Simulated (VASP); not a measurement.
Input of a VASP 6.6.1 run:

Contents of INCAR:

```
SYSTEM = InP2N3
PREC     = Accurate       ! precision mode
ENCUT    = 520            ! plane-wave cutoff, eV
EDIFF    = 1E-6           ! SCF threshold, eV
ISMEAR   = 0              ! smearing method
SIGMA    = 0.1            ! smearing width, eV
LREAL    = .False.        ! projectors in reciprocal space
LASPH    = .True.         ! aspherical terms in the spheres
NELM     = 150            ! most SCF steps
ALGO     = Normal         ! electronic algorithm
ISIF     = 2              ! what is computed and relaxed
LWAVE    = .False.        ! write WAVECAR
LCHARG   = .False.        ! write CHGCAR
ISPIN    = 2              ! spin polarisation
MAGMOM   = 0 0 0 1 1 1    ! initial moments
LORBIT   = 11             ! projections on sites
GGA      = PE             ! functional
NBANDS   = 32             ! bands
```

The input KPOINTS:

```
Automatic mesh
0
Gamma
  6 6 6
  0 0 0
```

The input POSCAR:

```
InP2N3
1.0
    5.5825590600      0.0000000000      0.0000000000
   -2.7912795300      4.8346379700      0.0000000000
    0.0000000000      0.0000000000      3.4932611600
In P N
1 2 3
Direct
    0.0000000000      0.0000000000      0.0000000000
    0.3333333300      0.6666666700      0.0000000000
    0.6666666700      0.3333333300      0.0000000000
    0.5000000000      0.0000000000      0.5000000000
    0.5000000000      0.5000000000      0.5000000000
    0.0000000000      0.5000000000      0.5000000000
```

Potentials or basis: VASP PAW PBE potentials, release 64 (In_d, P, N).

Run with:

```sh
$ cat potpaw_PBE.64/In_d/POTCAR potpaw_PBE.64/P/POTCAR potpaw_PBE.64/N/POTCAR > POTCAR
$ mpirun -np 1 vasp_std > vasp.out
```

(1) What does it give for the site moments?

(2) Estimate the net moment.

(3) What does it give for the pressure?

Answers

(1) In +0.00; P -0.07; N +0.51 μB.

(2) 1.81 μB per cell.

(3) -16.8 GPa.

Caveat: the cell stands under tension.
